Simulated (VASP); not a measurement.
# I (Fmmm) in VASP: a series of runs

Aim: see how the results for I move with the level of theory and the settings. Levels: PBEsol+D3(BJ), RPBE+D3(BJ), PBEsol. Tasks: relaxation of cell and atoms, single point.

Everything below comes from runs of VASP 6.6.1. Logs are shortened: lines on timing, memory, paths and dates and some standing lists are left out, and cuts for length are marked.

### 1 The cell of the first run

It takes space group Fmmm (No. 69, orthorhombic). Conventional cell: a = 4.384 Å, b = 4.731 Å, c = 7.820 Å, α = 90.00°, β = 90.00°, γ = 90.00°. Within 4.2 Å of I (site symmetry mmm) lie 4 I at 3.23 Å.

### 2 Relaxation of cell and atoms, PBEsol+D3(BJ)

INCAR

```
SYSTEM = I
PREC = Accurate ; ENCUT = 600
EDIFF = 1E-7 ; ISMEAR = -1
SIGMA = 0.05 ; LREAL = .FALSE.
LASPH = .TRUE. ; NELM = 80
ALGO = Normal ; ISIF = 3
LWAVE = .FALSE. ; LCHARG = .FALSE.
GGA = PS ; IVDW = 12
IBRION = 2 ; NSW = 60
EDIFFG = -0.01
```

KPOINTS

```
regular mesh
0
G
  9 9 9
  0 0 0
```

POSCAR

```
I
1.0
    0.0000000000      2.3656004428      3.9098401324
    2.1922454667      0.0000000000      3.9098401324
    2.1922454667      2.3656004428      0.0000000000
I
1
Direct
    0.0000000000      0.0000000000      0.0000000000
```

Potentials or basis: VASP PAW PBE potentials, release 64 (I).

Launch:

```sh
cat potpaw_PBE.64/I/POTCAR > POTCAR
mpirun -np 1 vasp_std > vasp.out
```

OUTCAR:

```text
SYSTEM = I
   PREC = Accurate
   ENCUT = 600
   EDIFF = 1E-7
   ISMEAR = -1
   LREAL = .FALSE.
   LASPH = .TRUE.
   NELM = 80
   ISIF = 3
   GGA = PS
   IVDW = 12
   IBRION = 2
   NSW = 60
   EDIFFG = -0.01
 IVDW          = 12

 ion  position               nearest neighbor table
   1  0.000  0.000  0.000-

  LATTYP: Found a face centered orthorhombic cell.
 ALAT       =     4.3844909334
 B/A-ratio  =     1.0790764441
 C/A-ratio  =     1.7834864717

  Lattice vectors:

 A1 = (   0.0000000000,   2.3656004428,   3.9098401324)
 A2 = (   2.1922454667,   0.0000000000,   3.9098401324)
 A3 = (   2.1922454667,   2.3656004428,   0.0000000000)

Analysis of symmetry for initial positions (statically):
=====================================================================
 Subroutine PRICEL returns:
 Original cell was already a primitive cell.

 Routine SETGRP: Setting up the symmetry group for a
 face centered orthorhombic supercell.

 Subroutine GETGRP returns: Found  8 space group operations
 (whereof  8 operations were pure point group operations)
 out of a pool of  8 trial point group operations.

The static configuration has the point symmetry D_2h.

Analysis of symmetry for dynamics (positions and initial velocities):
=====================================================================
 Subroutine PRICEL returns:
 Original cell was already a primitive cell.

 Routine SETGRP: Setting up the symmetry group for a
 face centered orthorhombic supercell.

 Subroutine GETGRP returns: Found  8 space group operations
 (whereof  8 operations were pure point group operations)
 out of a pool of  8 trial point group operations.

The dynamic configuration has the point symmetry D_2h.

 Subroutine INISYM returns: Found  8 space group operations
 (whereof  8 operations are pure point group operations),
 and found     1 'primitive' translations

----------------------------------------------------------------------------------------

                                     Primitive cell

  volume of cell :      40.5527

  direct lattice vectors                    reciprocal lattice vectors
     0.000000000  2.365600443  3.909840132    -0.228076649  0.211362828  0.127882467
     2.192245467  0.000000000  3.909840132     0.228076649 -0.211362828  0.127882467
     2.192245467  2.365600443  0.000000000     0.228076649  0.211362828 -0.127882467

  length of vectors
     4.569782852  4.482498193  3.225214046     0.336224818  0.336224818  0.336224818

  position of ions in fractional coordinates (direct lattice)
     0.000000000  0.000000000  0.000000000

  ion indices of the primitive-cell ions
   primitive index   ion index
                 1           1

----------------------------------------------------------------------------------------

 KPOINTS: regular mesh

Automatic generation of k-mesh.
 Grid dimensions read from file:
 generate k-points for:    9    9    9

 Generating k-lattice:

  Cartesian coordinates                     Fractional coordinates (reciprocal lattice)
    -0.025341850  0.023484759  0.014209163     0.111111111  0.000000000  0.000000000
     0.025341850 -0.023484759  0.014209163     0.000000000  0.111111111  0.000000000
     0.025341850  0.023484759 -0.014209163     0.000000000  0.000000000  0.111111111

  Length of vectors
     0.037358313  0.037358313  0.037358313

  Shift w.r.t. Gamma in fractional coordinates (k-lattice)
     0.000000000  0.000000000  0.000000000

 Subroutine IBZKPT returns following result:
 ===========================================

 Found    125 irreducible k-points:

 Following reciprocal coordinates:
            Coordinates               Weight
  0.000000  0.000000  0.000000      1.000000
  0.111111  0.000000  0.000000      8.000000
  0.222222  0.000000  0.000000      8.000000
  0.333333  0.000000  0.000000      8.000000
  0.444444  0.000000  0.000000      8.000000
  0.111111  0.111111  0.000000      2.000000
[... 16 lines left out ...]
 -0.333333  0.333333 -0.000000      4.000000
  0.444444  0.444444  0.000000      2.000000
 [... further k-points ...]
   k-points           NKPTS =    125   k-points in BZ     NKDIM =    125   number of bands    NBANDS=      7
   number of dos      NEDOS =    301   number of ions     NIONS =      1
   total plane-waves  NPLWV =  40320
   dimension x,y,z NGX =    40 NGY =   36 NGZ =   28
   dimension x,y,z NGXF=    80 NGYF=   72 NGZF=   56
   ions per type =               1
   NGX,Y,Z   is equivalent  to a cutoff of  14.55, 13.35, 14.43 a.u.
   NGXF,Y,Z  is equivalent  to a cutoff of  29.10, 26.70, 28.87 a.u.
 SYSTEM =  I
   PREC   = accura    normal or accurate (medium, high low for compatibility)
   ISTART =      0    job   : 0-new  1-cont  2-samecut
   ICHARG =      2    charge: 1-file 2-atom 10-const
   ISPIN  =      1    spin polarized calculation?
   LNONCOLLINEAR =      F non collinear calculations
   LSORBIT =      F    spin-orbit coupling
   LASPH  =      T    aspherical Exc in radial PAW
   ENCUT  =  600.0 eV  44.10 Ry    6.64 a.u.   9.13  8.95  6.44*2*pi/ulx,y,z
   NELM   =     80;   NELMIN=  2; NELMDL= -5     # of ELM steps
   EDIFF  = 0.1E-06   stopping-criterion for ELM
   LREAL  =      F    real-space projection
   EDIFFG = -.1E-01   stopping-criterion for IOM
   NSW    =     60    number of steps for IOM
   IBRION =      2    ionic relax: 0-MD 1-quasi-New 2-CG
   NFREE  =      1    steps in history (QN), initial steepest desc. (CG)
   ISIF   =      3    stress and relaxation
   ISYM   =      2    0-nonsym 1-usesym 2-fastsym
   POTIM  = 0.5000    time-step for ionic-motion
   TEBEG  =    0.0;   TEEND  =   0.0 temperature during run
   PSTRESS=    0.0 pullay stress
   NELECT =       7.0000    total number of electrons
   NUPDOWN=      -1.0000    fix difference up-down
   EMIN   =  10.00;   EMAX   =-10.00  energy-range for DOS
   EFERMI =   0.00;   METHOD = LEGACY
   ISMEAR =    -1;   SIGMA  =   0.05  broadening in eV -4-tet -1-fermi 0-gaus
   EFERMI_NEDOS =   21; number of points for ismear=-14 and -15
   IALGO  =     38    algorithm
   IMIX   =      4    mixing-type and parameters
     AMIX     =   0.40;   BMIX     =  1.00
     AMIX_MAG =   1.60;   BMIX_MAG =  1.00
  volume/ion in A,a.u.               =      40.55       273.66
  Fermi-wavevector in a.u.,A,eV,Ry     =   0.911523  1.722529 11.304731  0.830874
  Thomas-Fermi vector in A             =   2.035812
   LORBIT       =      0    0 simple, 1 ext, 2 COOP (PROOUT), +10 PAW based schemes
   GGA     = PS    functional components
   LHFCALC =     F    Hartree Fock is set to
   AEXX    =    0.0000 exact exchange contribution
   IVDW    =    12    specifies the selected vdW correction
   LEPSILON=     F    determine dielectric tensor
   LRPA    =     F    only Hartree local field effects (RPA)
 conjugate gradient relaxation of ions
 non-spin polarized calculation
  energy-cutoff  :      600.00
  volume of cell :       40.55
 maximum number of plane-waves:      1376
 NGX is ok and might be reduce to    40
   NGX = 19   NGY = 17   NGZ = 13

--------------------------------------- Ionic step        1  -------------------------------------------

 number of electron       6.9999999 magnetization

 Free energy of the ion-electron system (eV)
  ---------------------------------------------------
  ext. energy  EPLUGINS =         0.00000000
  ---------------------------------------------------
  free energy    TOTEN  =        -1.65694750 eV

  energy without entropy =       -1.65177051  energy(sigma->0) =       -1.65435901

------------------------ aborting loop because EDIFF is reached ----------------------------------------

 Edisp (eV)   -0.29776

 E8    (eV) :    -0.1986

  FORCE on cell =-STRESS in cart. coord.  units (eV):
  Direction    XX          YY          ZZ          XY          YZ          ZX
  --------------------------------------------------------------------------------------
  -------------------------------------------------------------------------------------
  Total      -0.74143    -0.83099    -0.39641    -0.00000     0.00000     0.00000
  in kB     -29.29280   -32.83118   -15.66173    -0.00000     0.00000     0.00000
  external pressure =      -25.93 kB  Pullay stress =        0.00 kB
[... 94 lines left out ...]
  FREE ENERGIE OF THE ION-ELECTRON SYSTEM (eV)
  ---------------------------------------------------
  free  energy   TOTEN  =        -1.9818574202 eV

  energy  without entropy=       -1.9777639547  energy(sigma->0) =       -1.97981069

 E-fermi :   4.5229     XC(G=0):  -8.8640

 val. band max:        4.5176582039   @ k =  -0.2222   0.0000   0.1111
 cond. band min:       4.5694497142   @ k =  -0.1111   0.1111   0.1111
 fundamental gap:      0.0517915103
 Fermi energy:         4.5229205942

 k-point     1 :       0.0000    0.0000    0.0000
  band No.  band energies     occupation
      1     -10.0032      2.00000
      2       2.3515      2.00000
      3       5.4505      0.00000
      4       5.7468      0.00000
      5       8.7033      0.00000
      6      11.8705      0.00000
      7      12.8734      0.00000
[... 221 lines left out ...]
 k-point    24 :       0.4444    0.4444    0.0000
  band No.  band energies     occupation
      1      -9.6764      2.00000
      2      -0.1990      2.00000
      3       5.1640      0.00001
      4       5.4831      0.00000
      5      11.2694      0.00000
      6      11.7949      0.00000
      7      15.3457      0.00000

 [... further k-points ...]

[... ionic steps 4 to 13 ...]

--------------------------------------- Ionic step       14  -------------------------------------------

 number of electron       7.0000000 magnetization

------------------------ aborting loop because EDIFF is reached ----------------------------------------

 Edisp (eV)   -0.36030

 E8    (eV) :    -0.2398
[... 67 lines left out ...]
  energy  without entropy=       -2.0035912390  energy(sigma->0) =       -2.00614947

--------------------------------------- Ionic step       16  -------------------------------------------

 number of electron       7.0000000 magnetization

 Free energy of the ion-electron system (eV)
  ---------------------------------------------------
  ext. energy  EPLUGINS =         0.00000000
  ---------------------------------------------------
  free energy    TOTEN  =        -1.65142663 eV

  energy without entropy =       -1.64633524  energy(sigma->0) =       -1.64888093

 E-fermi :   5.3999     XC(G=0):  -9.3377

 val. band max:        5.3396413916   @ k =  -0.1111  -0.0000   0.1111
 cond. band min:       5.4246741340   @ k =   0.0000   0.1111   0.1111
 fundamental gap:      0.0850327424
 Fermi energy:         5.3998690951

 k-point     1 :       0.0000    0.0000    0.0000
  band No.  band energies     occupation
      1      -9.2381      2.00000
      2       4.0372      2.00000
      3       6.5546      0.00000
      4       6.5623      0.00000
      5      10.4578      0.00000
      6      12.9131      0.00000
      7      14.0886      0.00000
[... 221 lines left out ...]
 k-point    24 :       0.4444    0.4444    0.0000
  band No.  band energies     occupation
      1      -8.6036      2.00000
      2       0.2929      2.00000
      3       5.9998      0.00001
      4       6.0089      0.00001
      5      11.8571      0.00000
      6      12.2438      0.00000
      7      18.3358      0.00000

 [... further k-points ...]

------------------------ aborting loop because EDIFF is reached ----------------------------------------

 Edisp (eV)   -0.35729

 E8    (eV) :    -0.2377

  FORCE on cell =-STRESS in cart. coord.  units (eV):
  Direction    XX          YY          ZZ          XY          YZ          ZX
  --------------------------------------------------------------------------------------
  -------------------------------------------------------------------------------------
  Total       0.00596     0.00506     0.00745    -0.00000     0.00000     0.00000
  in kB       0.28269     0.24029     0.35337    -0.00000     0.00000     0.00000
  external pressure =        0.29 kB  Pullay stress =        0.00 kB
[... 16 lines left out ...]
  FREE ENERGIE OF THE ION-ELECTRON SYSTEM (eV)
  ---------------------------------------------------
  free  energy   TOTEN  =        -2.0087179478 eV

  energy  without entropy=       -2.0036265587  energy(sigma->0) =       -2.00617225

 reached required accuracy - stopping structural energy minimisation
```

Wall time 6.3 min (1 thread of AMD EPYC 9R45 (Zen 5), shared host); peak memory 0.21 GiB.

Results:

| Item | Value |
| --- | --- |
| Free energy | -2.0087 eV |
| Relaxed volume | 33.76 Å³/atom |
| Relaxed cell | a = 4.082 Å, b = 4.080 Å, c = 3.140 Å, α = 67.42°, β = 67.34°, γ = 45.25° |
| Space group after relaxing (to 0.1 Å) | I4/mmm (No. 139) |
| Energy gained by relaxing | 54.0 meV/atom |
| Ionic steps | 16 |
| Pressure after relaxing | 0.0 GPa |
| Band gap on the k mesh | zero (an odd number of electrons rules out a gap without spin polarisation) |
| Dispersion energy per atom | -0.357 eV |

Step by step:
| step | energy change (eV) | largest force (eV/Å) | pressure (GPa) | volume (Å³) |
| --- | --- | --- | --- | --- |
| 1 | 0.0000 | 0.0000 | -2.59 | 40.55 |
| 2 | -0.0238 | 0.0000 | 0.71 | 36.82 |
| 3 | -0.0271 | 0.0000 | -0.29 | 37.70 |
| 4 | -0.0353 | 0.0000 | -0.25 | 36.89 |
| 5 | -0.0512 | 0.0000 | 0.09 | 34.46 |
| 6 | -0.0518 | 0.0000 | 0.32 | 33.64 |
| 7 | -0.0519 | 0.0000 | 0.24 | 33.90 |
| 8 | -0.0518 | 0.0000 | -0.41 | 34.33 |
| 9 | -0.0522 | 0.0000 | -0.07 | 34.10 |
| 10 | -0.0525 | 0.0000 | -0.06 | 34.09 |
| 11 | -0.0532 | 0.0000 | -0.05 | 34.05 |
| 12 | -0.0539 | 0.0000 | -0.07 | 33.95 |
| 13 | -0.0540 | 0.0000 | -0.08 | 33.90 |
| 14 | -0.0535 | 0.0000 | 0.43 | 33.48 |
| 15 | -0.0540 | 0.0000 | 0.00 | 33.84 |
| 16 | -0.0540 | 0.0000 | 0.03 | 33.76 |

Final structure:
```xyz
1
Lattice="0.0000 2.2224 3.4244 2.2178 0.0000 3.4244 2.2178 2.2224 0.0000" Properties=species:S:1:pos:R:3 pbc="T T T"
I     0.0000    2.2224    3.4244
```

Caveat: the volume moved by over 15 % at a fixed basis, so the end points are rough; the PAW data sets were made with another functional, which shifts forces and pressure a little; spin-orbit coupling is left out, which moves the levels of the heavy elements; an odd number of electrons without spin polarisation forces a metal; a magnetic or distorted state may lie lower.

### 3 Relaxation of cell and atoms, RPBE+D3(BJ)

INCAR

```
SYSTEM = I
  PREC = Accurate
  ENCUT = 600
  EDIFF = 1E-7
  ISMEAR = -1
  SIGMA = 0.05
  LREAL = .FALSE.
  LASPH = .TRUE.
  NELM = 100
  ALGO = Normal
  ISIF = 3
  LWAVE = .FALSE.
  LCHARG = .FALSE.
  GGA = RP
  IVDW = 12
  IBRION = 2
  NSW = 60
  EDIFFG = -0.01
```

KPOINTS is that of step 2.

POSCAR is that of step 2.

Potentials or basis: VASP PAW PBE potentials, release 64 (I).

Launch:

```sh
cat potpaw_PBE.64/I/POTCAR > POTCAR
mpirun -np 1 vasp_std > vasp.out
```

Wall time 6.8 min (1 thread of AMD EPYC 9R45 (Zen 5), shared host); peak memory 0.21 GiB.

The run converged. Its results:

| Property | Result |
| --- | --- |
| Free energy | -2.4999 eV |
| Relaxed volume | 26.06 Å³/atom |
| Relaxed cell | a = 3.602 Å, b = 3.565 Å, c = 3.006 Å, α = 65.84°, β = 64.57°, γ = 49.60° |
| Space group after relaxing (to 0.1 Å) | Fmmm (No. 69) |
| Energy gained by relaxing | 335.7 meV/atom |
| Ionic steps | 20 |
| Pressure after relaxing | 0.0 GPa |
| Band gap on the k mesh | zero (an odd number of electrons rules out a gap without spin polarisation) |
| Dispersion energy per atom | -2.116 eV |

Step by step:
| step | energy change (eV) | largest force (eV/Å) | pressure (GPa) | volume (Å³) |
| --- | --- | --- | --- | --- |
| 1 | 0.0000 | 0.0000 | -5.57 | 40.55 |
| 2 | -0.0816 | 0.0000 | 4.00 | 32.79 |
| 3 | -0.1289 | 0.0000 | -0.94 | 35.30 |
| 4 | -0.1653 | 0.0000 | -1.03 | 33.69 |
| 5 | -0.2609 | 0.0000 | -1.06 | 29.87 |
| 6 | -0.1995 | 0.0000 | 9.28 | 22.53 |
| 7 | -0.3088 | 0.0000 | -0.48 | 27.65 |
| 8 | -0.3160 | 0.0000 | 1.22 | 25.69 |
| 9 | -0.3187 | 0.0000 | 0.42 | 26.41 |
| 10 | -0.3187 | 0.0000 | 0.59 | 26.24 |
| 11 | -0.3179 | 0.0000 | -1.31 | 26.77 |
| 12 | -0.3196 | 0.0000 | -0.23 | 26.46 |
| 13 | -0.3231 | 0.0000 | -0.42 | 26.51 |
| 14 | -0.3328 | 0.0000 | -1.09 | 26.62 |
| 15 | -0.3346 | 0.0000 | -0.57 | 26.39 |
| 16 | -0.3355 | 0.0000 | 0.09 | 26.11 |
| 17 | -0.3355 | 0.0000 | 0.17 | 26.08 |
| 18 | -0.3356 | 0.0000 | 0.13 | 26.06 |
| 19 | -0.3357 | 0.0000 | 0.08 | 26.03 |
| 20 | -0.3357 | 0.0000 | 0.01 | 26.06 |

Final structure:
```cif
data_structure
_symmetry_space_group_name_H-M 'P 1'
_symmetry_Int_Tables_number 1
_cell_length_a 3.6020
_cell_length_b 3.5652
_cell_length_c 3.0063
_cell_angle_alpha 65.837
_cell_angle_beta 64.566
_cell_angle_gamma 49.597
_cell_volume 26.06
loop_
_atom_site_label
_atom_site_type_symbol
_atom_site_fract_x
_atom_site_fract_y
_atom_site_fract_z
_atom_site_occupancy
I1 I 0.00000 0.00000 0.00000 1
```

Levels at points of the mesh, in eV from the Fermi level:
```
           k point  band 2  band 3  band 4  band 5  band 6  band 7
(0.00, 0.00, 0.00)   -0.08    1.70    1.82    7.16    7.72   10.14
```

Caveat: the volume moved by over 15 % at a fixed basis, so the end points are rough; the dispersion term is far too large for a dense solid, which distorts pressure and volume; the PAW data sets were made with another functional, which shifts forces and pressure a little; spin-orbit coupling is left out, which moves the levels of the heavy elements; an odd number of electrons without spin polarisation forces a metal; a magnetic or distorted state may lie lower.

### 4 Single point, PBEsol, non-collinear spin, zero start, spin-orbit coupling

INCAR

```
SYSTEM = I
PREC = Accurate ; ENCUT = 520
EDIFF = 1E-6 ; ISMEAR = -1
SIGMA = 0.05 ; LREAL = .False.
LASPH = .True. ; NELM = 150
ALGO = Normal ; ISIF = 2
LWAVE = .False. ; LCHARG = .False.
MAGMOM = 0 0 0 ; LORBIT = 11
LSORBIT = .True. ; GGA_COMPAT = .False.
LORBMOM = .True. ; GGA = PS
NBANDS = 18
```

KPOINTS

```
regular mesh
0
Gamma
  7 7 7
  0 0 0
```

POSCAR is that of step 3.

Launch:

```sh
cat potpaw_PBE.64/I/POTCAR > POTCAR
mpirun -np 1 vasp_ncl > vasp.out
```

Run time: 55 s. Hardware: 1 thread of AMD EPYC 9R45 (Zen 5), shared host; peak memory 0.29 GiB.

The run converged. Its results:

```
Free energy                                           : -1.7879 eV
Pressure                                              : -0.8 GPa
Net moment                                            : 0.00 μB per cell
Valence electrons inside the program's atomic spheres : I 4.17
```

Stress tensor (GPa, compression positive):
```
-0.91  0.00  0.00
 0.00 -1.20  0.00
 0.00  0.00 -0.43
```

Moments on the atoms (μB; x, y, z):
```
I   0.00 0.00 0.00
```

Caveat: the PAW data sets were made with another functional, which shifts forces and pressure a little.

### 5 Summary

| task | level | spin | cell | k mesh | cutoff (eV) | gap on the mesh (eV) | pressure (GPa) | relaxed volume (Å³/atom) |
| --- | --- | --- | --- | --- | --- | --- | --- | --- |
| relaxation of cell and atoms | PBEsol+D3(BJ) | off | relaxed | 9 × 9 × 9 | 600 | none | 0.0 | 33.76 |
| relaxation of cell and atoms | RPBE+D3(BJ) | off | relaxed | 9 × 9 × 9 | 600 | none | 0.0 | 26.06 |
| single point | PBEsol | non-collinear, zero start, SOC | as given | 7 × 7 × 7 | 520 | - | -0.8 | - |

Alike in all rows: potentials or basis VASP PAW PBE potentials, release 64 (I); smearing fermi-dirac 0.05 eV.

Caveats: the PAW data sets were made with another functional, which shifts forces and pressure a little; the volume moved by over 15 % at a fixed basis, so the end points are rough (at least some runs); spin-orbit coupling is left out, which moves the levels of the heavy elements (at least some runs); an odd number of electrons without spin polarisation forces a metal (at least some runs); a magnetic or distorted state may lie lower (at least some runs); the dispersion term is far too large for a dense solid, which distorts pressure and volume (at least some runs).

Absolute energies hang on the potentials; compare differences alone.

The gap in the log of VASP goes by the Fermi energy; the results here count the filled bands.